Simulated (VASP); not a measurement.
The system is AlN.

```xyz
2
Lattice="0.0000 2.1545 2.1545 2.1545 0.0000 2.1545 2.1545 2.1545 0.0000" Properties=species:S:1:pos:R:3 pbc="T T T"
Al    0.0000    0.0000    0.0000
N     1.0772    1.0772    1.0772
```

Base run:

* Program: VASP 6.6.1
* Functional: r2SCAN
* Potentials or basis: VASP PAW PBE potentials, release 64 (Al, N)
* Cutoff: 520 eV
* k mesh: 10 × 10 × 10
* Occupations: fermi-dirac, width 0.05 eV
* Spin: no spin polarisation

Its results: band gap on the k mesh 3.97 eV, indirect (least direct gap 5.28 eV); pressure 9.2 GPa.

Question: After a change of settings the same cell gave: band gap on the k mesh 3.20 eV, indirect (least direct gap 4.50 eV); pressure 10.5 GPa. Which change was it?
A. functional from r2SCAN to PBE exchange alone; cutoff from 520 eV to 600 eV
B. functional from r2SCAN to PBEsol
C. functional from r2SCAN to PBE; cutoff from 520 eV to 600 eV; dispersion from none to D4
D. functional from r2SCAN to PBE

Answer: B.

r2SCAN gives the wider gap, since meta-GGAs in the generalised Kohn-Sham scheme recover part of the derivative discontinuity.

Caveats: the PAW data sets were made with another functional, which shifts forces and pressure a little.
